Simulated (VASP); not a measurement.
HC16 (a cell with a defect), 17 atoms in the cell. The cell holds a defect, 17 atoms: a = 5.049 Å, b = 5.049 Å, c = 5.049 Å, α = 60.00°, β = 60.00°, γ = 60.00°. 

```yaml
Program: VASP 6.6.1
Task: single point
Functional: PBE
Dispersion: D3(BJ)
Potentials_or_basis: VASP PAW PBE potentials, release 64 (C, H)
Cutoff: 520 eV
k_mesh: 3 × 3 × 3
Occupations: gaussian, width 0.05 eV
Spin: no spin polarisation
Dipole_correction: no
Charge: 1
Further_INCAR_settings: LREAL = Auto; ALGO = Normal; EDIFF = 1e-07; NBANDS = 46; NELECT = 64.0
```

Potentials or basis: VASP PAW PBE potentials, release 64 (C, H).

Run with:

```sh
$ cat potpaw_PBE.64/C/POTCAR potpaw_PBE.64/H/POTCAR > POTCAR
$ mpirun -np 1 vasp_std > vasp.out
```

Hardware: 1 thread of Intel(R) Xeon(R) 6975P-C (Granite Rapids), with other jobs on the host.

Q: Estimate the wall time of this run.

A: It took 84 s on 1 thread of Intel(R) Xeon(R) 6975P-C (Granite Rapids), on a shared host, peak memory 0.26 GiB. Counts: scf iterations 15, k points 14.
